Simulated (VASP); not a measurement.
Bi:

```xyz
1
Lattice="-1.9547 1.9547 1.9547 1.9547 -1.9547 1.9547 1.9547 1.9547 -1.9547" Properties=species:S:1:pos:R:3 pbc="T T T"
Bi    0.0000    0.0000    0.0000
```

This cell differs from its parent crystal: volume scaled by 0.96.

Base run:

* Program: VASP 6.6.1
* Functional: r2SCAN
* Potentials or basis: VASP PAW PBE potentials, release 64 (Bi_d)
* Cutoff: 550 eV
* k mesh: 9 × 9 × 9
* Occupations: fermi-dirac, width 0.05 eV
* Spin: no spin polarisation

Its results: pressure 2.6 GPa.

The run is repeated on the same cell with these changes: functional from r2SCAN to PBE; cutoff from 550 eV to 520 eV. What comes out?

Pressure 3.3 GPa.

Caveats: the PAW data sets were made with another functional, which shifts forces and pressure a little (some runs).
